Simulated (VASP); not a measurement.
Here is a VASP 6.6.1 calculation.

File INCAR:

```
ALGO = Normal ; EDIFF = 1E-6
ENCUT = 700 ; GGA = PE
GGA_COMPAT = False ; ISIF = 2
ISMEAR = 0 ; LASPH = True
LCHARG = True ; LELF = True
LREAL = False ; LVHAR = True
LWAVE = False ; NBANDS = 34
NELM = 120 ; PREC = Accurate
SIGMA = 0.1
```

KPOINTS

```
k-points
0
Gamma
  6 6 2
```

The input POSCAR:

```
GaPdC2N2
1.0
    3.6079754100      0.0000000000      0.0000000000
    1.6596093000      3.4699649600      0.0000000000
    0.9953937700      1.0257847000      9.0970843000
Ga Pd C N
1 1 2 2
Direct
    0.0000000000      0.0000000000      0.0000000000
    0.5000000000      0.5000000000      0.5000000000
    0.1860282600      0.8139717400      0.8139717400
    0.8139717400      0.1860282600      0.1860282600
    0.3008241800      0.6991758200      0.6991758200
    0.6991758200      0.3008241800      0.3008241800
```

Potentials or basis: VASP PAW PBE potentials, release 64 (Ga_d, Pd_sv_GW, C, N).

Launch:

```sh
$ cat potpaw_PBE.64/Ga_d/POTCAR potpaw_PBE.64/Pd_sv_GW/POTCAR potpaw_PBE.64/C/POTCAR potpaw_PBE.64/N/POTCAR > POTCAR
$ mpirun -np 1 vasp_std > vasp.out
```

Task: Predict the largest force.

Result: 1.946 eV/Å.

Task: Predict the pressure.

Result: -4.2 GPa.

Task: What does it give for the band gap on the k mesh?

Result: Zero (an odd number of electrons rules out a gap without spin polarisation).

Stress tensor (GPa, compression positive):
```
-4.54  0.43  0.99
 0.43 -4.13 -4.06
 0.99 -4.06 -3.91
```

Caveat: the cell stands under tension; an odd number of electrons without spin polarisation forces a metal; a magnetic or distorted state may lie lower.
